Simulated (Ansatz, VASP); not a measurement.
**HC4 in VASP and in Ansatz**

```xyz
10
Lattice="4.9314 0.0000 0.0000 -2.4657 4.2707 0.0000 0.0000 0.0000 18.0000" Properties=species:S:1:pos:R:3 pbc="T T T"
C     0.0000    1.4236    4.0000
C    -1.2329    3.5589    4.0000
C     2.4657    1.4236    4.0000
C     1.2329    3.5589    4.0000
C     1.2329    0.7118    4.0000
C     0.0000    2.8471    4.0000
C     3.6986    0.7118    4.0000
C     2.4657    2.8471    4.0000
H     0.2427    0.4203    5.0900
H     0.9902    1.7150    5.0900
```

Alike in both runs: task single point; functional PBE; dispersion D3(BJ); k mesh 6 × 6 × 1; occupations gaussian, width 0.1 eV; no spin polarisation.

|  | VASP | Ansatz |
| --- | --- | --- |
| version | VASP 6.6.1 | Ansatz 0.2.0 |
| potentials or method | VASP PAW PBE potentials, release 64 (C, H), cutoff 520 eV | scalar-relativistic, plane waves, PAW |
| valence electrons in the cell | 34 | 34 |

```csv
,VASP,Ansatz,Ansatz less VASP
gap on the k mesh at the Fermi level (eV),none,none,-
rms of the force components (eV/Å),0.804,0.803,-0.0011
```

Atom by atom the forces differ by 0.003 eV/Å (rms over components). A gap of «none» marks a metal or a gap that the smearing closes. Ansatz's warnings: structure snapped to symmetry.
